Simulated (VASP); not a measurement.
Runs of VASP 6.6.1 on W. The structure is that of space group I4/mmm (No. 139), or close to it. The cells are those of the table. 

```tsv
cell	further INCAR settings	gap on the mesh (eV)	pressure (GPa)
a = 2.791, b = 2.791, c = 3.290 Å, angles 53.9, 53.9, 72.2°, 1 atom	ALGO = Fast; EDIFF = 1e-07; NBANDS = 13	none	(b)
a = 2.960, b = 2.960, c = 2.724 Å, angles 62.6, 62.6, 54.8°, 1 atom	ALGO = Fast; EDIFF = 1e-07; NBANDS = 13	none	-15.2
a = 2.925, b = 2.925, c = 2.771 Å, angles 61.7, 61.7, 56.5°, 1 atom	ALGO = Fast; EDIFF = 1e-06; NBANDS = 13	none	-15.7
a = 2.827, b = 2.827, c = 2.968 Å, angles 58.3, 58.3, 63.3°, 1 atom	ALGO = Fast; EDIFF = 1e-06; NBANDS = 13	none	(c)
a = 2.812, b = 2.812, c = 3.020 Å, angles 57.5, 57.5, 65.0°, 1 atom	ALGO = Fast; EDIFF = 1e-06; NBANDS = 13	none	-17.4
a = 2.807, b = 2.807, c = 3.141 Å, angles 56.0, 56.0, 68.0°, 1 atom	ALGO = Fast; EDIFF = 1e-07; NBANDS = 13	none	(a)
a = 2.801, b = 2.801, c = 3.072 Å, angles 56.7, 56.7, 66.5°, 1 atom	ALGO = Fast; EDIFF = 1e-07; NBANDS = 13	none	-18.7
a = 2.975, b = 2.975, c = 2.738 Å, angles 62.6, 62.6, 54.8°, 1 atom	ALGO = Fast; EDIFF = 1e-06; NBANDS = 13	none	-18.9
```

Alike in all rows: task single point; level LDA; potentials or basis VASP PAW LDA potentials, release 64 (W_sv); no spin polarisation; k mesh 22 × 22 × 22; cutoff (eV) 520; smearing gaussian 0.15 eV.

**Question.** Estimate the missing entries.

**Answer.** (a) -23.6; (b) -20.5; (c) -16.3.

Caveats: spin-orbit coupling is left out, which moves the levels of the heavy elements; the stress differs along the axes, from -27 to -8 GPa (at least some runs); the stress differs along the axes, from -17 to -12 GPa (at least some runs); the stress differs along the axes, from -19 to -9 GPa (at least some runs); the stress differs along the axes, from -32 to -8 GPa (at least some runs); the stress differs along the axes, from -36 to -8 GPa (at least some runs); the stress differs along the axes, from -37 to -17 GPa (at least some runs).

A k mesh can miss the band edges, and the runs leave out spin-orbit coupling on W.

A gap of «none» marks levels without a gap at the run's occupations.
